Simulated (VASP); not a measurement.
Input of a VASP 6.6.1 run:

Contents of INCAR:

```
SYSTEM = CoO
PREC = Accurate
ENCUT = 700
EDIFF = 1E-6
ISMEAR = 0
SIGMA = 0.05
LREAL = .False.
LASPH = .True.
NELM = 200
ALGO = Normal
ISIF = 2
LWAVE = .False.
LCHARG = .False.
ISPIN = 2
MAGMOM = 3 3 0 0
LORBIT = 11
LMAXMIX = 4
LDAU = .True.
LDAUTYPE = 1
LDAUL = 2 -1
LDAUU = 2 0
LDAUJ = 0.9 0
LDAUPRINT = 1
GGA = CA
NBANDS = 35
GGA_COMPAT = .False.
```

File KPOINTS:

```
Automatic mesh
0
Gamma
  7 7 7
  0 0 0
```

POSCAR

```
CoO
1.0
    0.0000000000      2.3436418400      2.3436418400
    2.3436418400      0.0000000000      2.3436418400
    4.6872836800      4.6872836800      0.0000000000
Co O
2 2
Direct
    0.0000000000      0.0000000000      0.0000000000
    0.0000000000      0.0000000000      0.5000000000
    0.2500000000      0.2500000000      0.1250000000
    0.2500000000      0.2500000000      0.6250000000
```

Potentials or basis: VASP PAW LDA potentials, release 64 (Co_sv, O).

Launch:

```sh
$ cat potpaw_LDA.64/Co_sv/POTCAR potpaw_LDA.64/O/POTCAR > POTCAR
$ mpirun -np 1 vasp_std > vasp.out
```

(1) What does it give for the site moments?

(2) Predict the net moment.

(3) Estimate the band gap on the k mesh.

(4) Estimate the pressure.

Answers

(1) Co +2.49; O +0.27 μB.

(2) 5.98 μB per cell.

(3) 0.02 eV.

(4) -19.9 GPa.

Caveat: the cell stands under tension; the smearing spreads over this small gap; semilocal functionals underestimate gaps, and a narrow one can read as zero; an odd mesh through Γ misses points on the zone boundary, where band edges can lie.
